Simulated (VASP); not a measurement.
A run of VASP 6.6.1 is set up as follows.

File INCAR:

```
PREC = Accurate
ENCUT = 520
EDIFF = 1E-6
ISMEAR = 0
SIGMA = 0.05
LREAL = False
LASPH = True
NELM = 100
ALGO = Normal
ISIF = 2
LWAVE = False
LCHARG = False
GGA = CA
NBANDS = 31
```

Contents of KPOINTS:

```
Automatic mesh
0
Gamma
  6 6 8
```

The input POSCAR:

```
HfO2
1.0
    4.8607318592      0.0000000000      0.0000000000
    0.0000000000      4.8607318592      0.0000000000
    0.0000000000      0.0000000000      3.2813935333
Hf O
2 4
Direct
    0.0000000000      0.0000000000      0.0000000000
    0.5000000000      0.5000000000      0.5000000000
    0.1951075733      0.8048924267      0.5000000000
    0.3048924267      0.3048924267      0.0000000000
    0.6951075733      0.6951075733      0.0000000000
    0.8048924267      0.1951075733      0.5000000000
```

Potentials or basis: VASP PAW LDA potentials, release 64 (Hf_pv, O).

Run with:

```sh
$ cat potpaw_LDA.64/Hf_pv/POTCAR potpaw_LDA.64/O/POTCAR > POTCAR
$ mpirun -np 1 vasp_std > vasp.out
```

Task: Predict the pressure.

Result: -15.2 GPa.

Task: Predict the band gap on the k mesh.

Result: 3.61 eV.

Task: Predict the largest force.

Result: 0.270 eV/Å.

Forces in eV/Å, atoms in the order of the input:
```
Hf   0.000  0.000  0.000
Hf   0.000  0.000  0.000
O   -0.191  0.191  0.000
O    0.191  0.191  0.000
O   -0.191 -0.191  0.000
O    0.191 -0.191  0.000
```

Caveat: the cell differs from its parent crystal (strain +0.015 along x and y, +0.030 along z); the cell stands under tension; spin-orbit coupling is left out, which moves the levels of the heavy elements. A k mesh can miss the band edges.
